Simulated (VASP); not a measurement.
# CdTe (F-43m) in VASP: notebook, part 2 of 2

VASP 6.6.1. Earlier steps stand in the parts before.

**3. Single point, PBE (34.07 Å³/atom)**

This run uses another cell than the first one, of 34.07 Å³/atom.

Input file INCAR:

```
ALGO = Normal
EDIFF = 1E-7
ENCUT = 520
GGA = PE
ISIF = 2
ISMEAR = 0
LASPH = True
LCHARG = False
LREAL = False
LWAVE = False
NBANDS = 16
NELM = 60
PREC = Accurate
SIGMA = 0.05
```

Input file KPOINTS:

```
k-points
0
Gamma
  10 10 10
```

Input file POSCAR:

```
CdTe
1.0
    0.0000000000      3.2419339118      3.2419339118
    3.2419339118      0.0000000000      3.2419339118
    3.2419339118      3.2419339118      0.0000000000
Cd Te
1 1
Direct
    0.0000000000      0.0000000000      0.0000000000
    0.2500000000      0.2500000000      0.2500000000
```

Potentials or basis: VASP PAW PBE potentials, release 64 (Cd, Te).

The run is started by

```
$ cat potpaw_PBE.64/Cd/POTCAR potpaw_PBE.64/Te/POTCAR > POTCAR
$ mpirun -np 1 vasp_std > vasp.out
```

OUTCAR:

```text
EDIFF = 1E-7
   ENCUT = 520
   GGA = PE
   ISIF = 2
   ISMEAR = 0
   LASPH = True
   LREAL = False
   NELM = 60
   PREC = Accurate

 ion  position               nearest neighbor table
   1  0.000  0.000  0.000-   2 2.81   2 2.81   2 2.81   2 2.81
   2  0.250  0.250  0.250-   1 2.81   1 2.81   1 2.81   1 2.81

  LATTYP: Found a face centered cubic cell.
 ALAT       =     6.4838678236

  Lattice vectors:

 A1 = (   0.0000000000,   3.2419339118,   3.2419339118)
 A2 = (   3.2419339118,   0.0000000000,   3.2419339118)
 A3 = (   3.2419339118,   3.2419339118,   0.0000000000)

Analysis of symmetry for initial positions (statically):
=====================================================================
 Subroutine PRICEL returns:
 Original cell was already a primitive cell.

 Routine SETGRP: Setting up the symmetry group for a
 face centered cubic supercell.

 Subroutine GETGRP returns: Found 24 space group operations
 (whereof 24 operations were pure point group operations)
 out of a pool of 48 trial point group operations.

The static configuration has the point symmetry T_d .

Analysis of symmetry for dynamics (positions and initial velocities):
=====================================================================
 Subroutine PRICEL returns:
 Original cell was already a primitive cell.

 Routine SETGRP: Setting up the symmetry group for a
 face centered cubic supercell.

 Subroutine GETGRP returns: Found 24 space group operations
 (whereof 24 operations were pure point group operations)
 out of a pool of 48 trial point group operations.

The dynamic configuration has the point symmetry T_d .

 Subroutine INISYM returns: Found 24 space group operations
 (whereof 24 operations are pure point group operations),
 and found     1 'primitive' translations

----------------------------------------------------------------------------------------

                                     Primitive cell

  volume of cell :      68.1463

  direct lattice vectors                    reciprocal lattice vectors
     0.000000000  3.241933912  3.241933912    -0.154228931  0.154228931  0.154228931
     3.241933912  0.000000000  3.241933912     0.154228931 -0.154228931  0.154228931
     3.241933912  3.241933912  0.000000000     0.154228931  0.154228931 -0.154228931

  length of vectors
     4.584786906  4.584786906  4.584786906     0.267132344  0.267132344  0.267132344

  position of ions in fractional coordinates (direct lattice)
     0.000000000  0.000000000  0.000000000
     0.250000000  0.250000000  0.250000000

  ion indices of the primitive-cell ions
   primitive index   ion index
                 1           1
                 2           2

----------------------------------------------------------------------------------------

 KPOINTS: k-points

Automatic generation of k-mesh.
 Grid dimensions read from file:
 generate k-points for:   10   10   10

 Generating k-lattice:

  Cartesian coordinates                     Fractional coordinates (reciprocal lattice)
    -0.015422893  0.015422893  0.015422893     0.100000000  0.000000000  0.000000000
     0.015422893 -0.015422893  0.015422893     0.000000000  0.100000000  0.000000000
     0.015422893  0.015422893 -0.015422893     0.000000000  0.000000000  0.100000000

  Length of vectors
     0.026713234  0.026713234  0.026713234

  Shift w.r.t. Gamma in fractional coordinates (k-lattice)
     0.000000000  0.000000000  0.000000000

 Subroutine IBZKPT returns following result:
 ===========================================

 Found     47 irreducible k-points:

 Following reciprocal coordinates:
            Coordinates               Weight
  0.000000  0.000000  0.000000      1.000000
  0.100000  0.000000  0.000000      8.000000
  0.200000  0.000000  0.000000      8.000000
  0.300000  0.000000  0.000000      8.000000
  0.400000  0.000000  0.000000      8.000000
  0.500000  0.000000  0.000000      4.000000
[... 16 lines left out ...]
  0.300000  0.300000  0.000000      6.000000
  0.400000  0.300000  0.000000     24.000000
 [... further k-points ...]
   k-points           NKPTS =     47   k-points in BZ     NKDIM =     47   number of bands    NBANDS=     16
   number of dos      NEDOS =    301   number of ions     NIONS =      2
   total plane-waves  NPLWV =  46656
   dimension x,y,z NGX =    36 NGY =   36 NGZ =   36
   dimension x,y,z NGXF=    72 NGYF=   72 NGZF=   72
   ions per type =               1   1
   NGX,Y,Z   is equivalent  to a cutoff of  13.05, 13.05, 13.05 a.u.
   NGXF,Y,Z  is equivalent  to a cutoff of  26.11, 26.11, 26.11 a.u.
 SYSTEM =  unknown system
   PREC   = accura    normal or accurate (medium, high low for compatibility)
   ISTART =      0    job   : 0-new  1-cont  2-samecut
   ICHARG =      2    charge: 1-file 2-atom 10-const
   ISPIN  =      1    spin polarized calculation?
   LNONCOLLINEAR =      F non collinear calculations
   LSORBIT =      F    spin-orbit coupling
   LASPH  =      T    aspherical Exc in radial PAW
   ENCUT  =  520.0 eV  38.22 Ry    6.18 a.u.   8.52  8.52  8.52*2*pi/ulx,y,z
   NELM   =     60;   NELMIN=  2; NELMDL= -5     # of ELM steps
   EDIFF  = 0.1E-06   stopping-criterion for ELM
   LREAL  =      F    real-space projection
   EDIFFG = 0.1E-05   stopping-criterion for IOM
   NSW    =      0    number of steps for IOM
   IBRION =     -1    ionic relax: 0-MD 1-quasi-New 2-CG
   NFREE  =      0    steps in history (QN), initial steepest desc. (CG)
   ISIF   =      2    stress and relaxation
   ISYM   =      2    0-nonsym 1-usesym 2-fastsym
   POTIM  = 0.5000    time-step for ionic-motion
   TEBEG  =    0.0;   TEEND  =   0.0 temperature during run
   PSTRESS=    0.0 pullay stress
   NELECT =      18.0000    total number of electrons
   NUPDOWN=      -1.0000    fix difference up-down
   EMIN   =  10.00;   EMAX   =-10.00  energy-range for DOS
   EFERMI =   0.00;   METHOD = LEGACY
   ISMEAR =     0;   SIGMA  =   0.05  broadening in eV -4-tet -1-fermi 0-gaus
   EFERMI_NEDOS =   21; number of points for ismear=-14 and -15
   IALGO  =     38    algorithm
   IMIX   =      4    mixing-type and parameters
     AMIX     =   0.40;   BMIX     =  1.00
     AMIX_MAG =   1.60;   BMIX_MAG =  1.00
  volume/ion in A,a.u.               =      34.07       229.94
  Fermi-wavevector in a.u.,A,eV,Ry     =   1.050392  1.984954 15.011633  1.103324
  Thomas-Fermi vector in A             =   2.185394
   LORBIT       =      0    0 simple, 1 ext, 2 COOP (PROOUT), +10 PAW based schemes
   GGA     = PE    functional components
   LHFCALC =     F    Hartree Fock is set to
   AEXX    =    0.0000 exact exchange contribution
   IVDW    =     0    specifies the selected vdW correction
   LEPSILON=     F    determine dielectric tensor
   LRPA    =     F    only Hartree local field effects (RPA)
 non-spin polarized calculation
 Gauss-broadening in eV      SIGMA  =   0.05
  energy-cutoff  :      520.00
  volume of cell :       68.15
 maximum number of plane-waves:      1854
 NGX is ok and might be reduce to    36
   NGX = 17   NGY = 17   NGZ = 17

 number of electron      17.9999997 magnetization

 Free energy of the ion-electron system (eV)
  ---------------------------------------------------
  ext. energy  EPLUGINS =         0.00000000
  ---------------------------------------------------
  free energy    TOTEN  =        -4.77766372 eV

  energy without entropy =       -4.77766372  energy(sigma->0) =       -4.77766372

 E-fermi :   2.5633     XC(G=0):  -8.5788

 val. band max:        2.3342463631   @ k =   0.0000   0.0000   0.0000
 cond. band min:       3.1019736321   @ k =   0.0000   0.0000   0.0000
 fundamental gap:      0.7677272690
 Fermi energy:         2.5633414436

 k-point     1 :       0.0000    0.0000    0.0000
  band No.  band energies     occupation
      1      -8.8313      2.00000
      2      -5.9467      2.00000
      3      -5.9467      2.00000
      4      -5.9467      2.00000
      5      -5.6871      2.00000
      6      -5.6871      2.00000
[... 8 lines left out ...]
     15      11.6899      0.00000
     16      11.6899      0.00000
[... 419 lines left out ...]
 k-point    24 :       0.4000    0.3000    0.0000
  band No.  band energies     occupation
      1      -8.4127      2.00000
      2      -5.8327      2.00000
      3      -5.8239      2.00000
      4      -5.7643      2.00000
      5      -5.6644      2.00000
      6      -5.4279      2.00000
[... 8 lines left out ...]
     15      12.8397      0.00000
     16      14.0316      0.00000

 [... further k-points ...]

------------------------ aborting loop because EDIFF is reached ----------------------------------------

  FORCE on cell =-STRESS in cart. coord.  units (eV):
  Direction    XX          YY          ZZ          XY          YZ          ZX
  --------------------------------------------------------------------------------------
  -------------------------------------------------------------------------------------
  Total        1.1216304      1.1216304      1.1216304      0.0000000      0.0000000      0.0000000
  in kB       26.3704721     26.3704721     26.3704721      0.0000000      0.0000000      0.0000000
  external PRESSURE =      26.3704721 kB  Pullay stress =       0.0000000 kB

 VOLUME and BASIS-vectors are now :
 -----------------------------------------------------------------------------
  energy-cutoff  :      520.00
  volume of cell :       68.15
      direct lattice vectors                 reciprocal lattice vectors
     0.000000000  3.241933912  3.241933912    -0.154228931  0.154228931  0.154228931
     3.241933912  0.000000000  3.241933912     0.154228931 -0.154228931  0.154228931
     3.241933912  3.241933912  0.000000000     0.154228931  0.154228931 -0.154228931

 POSITION                                       TOTAL-FORCE (eV/Angst)
 -----------------------------------------------------------------------------------
      0.00000      0.00000      0.00000         0.000000     -0.000000      0.000000
      1.62097      1.62097      1.62097        -0.000000      0.000000      0.000000
 -----------------------------------------------------------------------------------
    total drift:                               -0.000000     -0.000000     -0.000000

  FREE ENERGIE OF THE ION-ELECTRON SYSTEM (eV)
  ---------------------------------------------------
  free  energy   TOTEN  =        -4.7776637237 eV

  energy  without entropy=       -4.7776637237  energy(sigma->0) =       -4.77766372
```

OSZICAR:

```text
N       E                     dE             d eps       ncg     rms          rms(c)
DAV:   1     0.102242618936E+03    0.10224E+03   -0.83158E+03  1512   0.975E+02
DAV:   2    -0.136066645061E+01   -0.10360E+03   -0.98087E+02  1808   0.238E+02
DAV:   3    -0.497237844516E+01   -0.36117E+01   -0.36061E+01  1800   0.463E+01
DAV:   4    -0.500633649800E+01   -0.33958E-01   -0.33957E-01  2264   0.391E+00
DAV:   5    -0.500641070337E+01   -0.74205E-04   -0.74205E-04  1944   0.174E-01    0.561E+00
DAV:   6    -0.479172523663E+01    0.21469E+00   -0.37031E-01  1792   0.732E+00    0.458E+00
DAV:   7    -0.477637857148E+01    0.15347E-01   -0.10814E-01  1792   0.213E+00    0.174E+00
DAV:   8    -0.477725263906E+01   -0.87407E-03   -0.10742E-02  1648   0.118E+00    0.473E-01
DAV:   9    -0.477757061232E+01   -0.31797E-03   -0.95275E-04  1824   0.326E-01    0.110E-01
DAV:  10    -0.477762591880E+01   -0.55306E-04   -0.11060E-04  1912   0.101E-01    0.560E-02
DAV:  11    -0.477766486620E+01   -0.38947E-04   -0.78313E-05  1792   0.579E-02    0.374E-02
DAV:  12    -0.477766392525E+01    0.94095E-06   -0.31470E-06  1792   0.148E-02    0.235E-02
DAV:  13    -0.477766361296E+01    0.31229E-06   -0.64432E-07  1880   0.394E-03    0.133E-02
DAV:  14    -0.477766369331E+01   -0.80351E-07   -0.11334E-06  1696   0.649E-03    0.676E-03
DAV:  15    -0.477766372371E+01   -0.30400E-07   -0.76666E-08  1704   0.231E-03
   1 F= -.47776637E+01 E0= -.47776637E+01  d E =-.645672E-13
```

Wall time 91 s (1 thread of Intel Xeon 8259CL, shared host); peak memory 0.23 GiB.

Results:

* Free energy: -4.7777 eV
* Pressure: 2.6 GPa
* Band gap on the k mesh: 0.77 eV

Levels at points of the mesh, in eV from the valence-band top:
| k point | band 6 | band 7 | band 8 | band 9 | band 10 | band 11 | band 12 | band 13 |
| --- | --- | --- | --- | --- | --- | --- | --- | --- |
| (0.00, 0.00, 0.00) | -8.02 | 0.00 | 0.00 | 0.00 | 0.77 | 4.60 | 4.60 | 4.60 |
| (0.50, 0.00, 0.00) | -7.67 | -4.42 | -0.77 | -0.77 | 1.82 | 5.19 | 5.19 | 7.08 |
| (0.50, 0.50, 0.00) | -7.53 | -4.30 | -1.86 | -1.86 | 2.61 | 2.67 | 8.83 | 9.12 |

Caveat: spin-orbit coupling is left out, which moves the levels of the heavy elements.
